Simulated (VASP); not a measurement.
Set up this calculation in VASP 6.6.1, as the native input.

* Task: single point
* Functional: PBE
* Potentials or basis: VASP PAW PBE potentials, release 64 (Ca_sv, Ir, N)
* Cutoff: 600 eV
* k mesh: 8 × 8 × 8
* Occupations: fermi-dirac, width 0.1 eV
* Spin: no spin polarisation
* Dipole correction: no
* Further INCAR settings: ALGO = Normal; EDIFF = 1e-06; NBANDS = 22

The structure of CaIrN2 lies in POSCAR:

```
CaIrN2
1.0
    1.7123287800      0.9886134806      5.2022562192
   -1.7123287800      0.9886134806      5.2022562192
    0.0000000000     -1.9772269613      5.2022562192
Ca Ir N
1 1 2
Direct
    0.0000000000      0.0000000000      0.0000000000
    0.5000000000      0.5000000000      0.5000000000
    0.7691190000      0.7691190000      0.7691190000
    0.2308810000      0.2308810000      0.2308810000
```

The input as run:

INCAR

```
ALGO     = Normal         # electronic algorithm
EDIFF    = 1E-6           # SCF threshold, eV
ENCUT    = 600            # plane-wave cutoff, eV
GGA      = PE             # functional
GGA_COMPAT= False        
ISIF     = 2              # what is computed and relaxed
ISMEAR   = -1             # smearing method
LASPH    = True           # aspherical terms in the spheres
LCHARG   = True           # write CHGCAR
LELF     = True           # ELF
LREAL    = False          # projectors in reciprocal space
LVHAR    = True         
LWAVE    = False          # write WAVECAR
NBANDS   = 22             # bands
NELM     = 120            # most SCF steps
PREC     = Accurate       # precision mode
SIGMA    = 0.1            # smearing width, eV
```

KPOINTS

```
k-points
0
Gamma
  8 8 8
```

Potentials or basis: VASP PAW PBE potentials, release 64 (Ca_sv, Ir, N).

Run with:

```console
$ cat potpaw_PBE.64/Ca_sv/POTCAR potpaw_PBE.64/Ir/POTCAR potpaw_PBE.64/N/POTCAR > POTCAR
$ mpirun -np 1 vasp_std > vasp.out
```

Results of the run:

* Pressure: -18.6 GPa
* Largest force: 0.495 eV/Å
* Band gap on the k mesh: zero (an odd number of electrons rules out a gap without spin polarisation)

Caveat: the cell stands under tension; spin-orbit coupling is left out, which moves the levels of the heavy elements.

Wall time 6 min on 1 thread of Intel Xeon 8259CL, with other jobs on the host, peak memory 0.38 GiB.
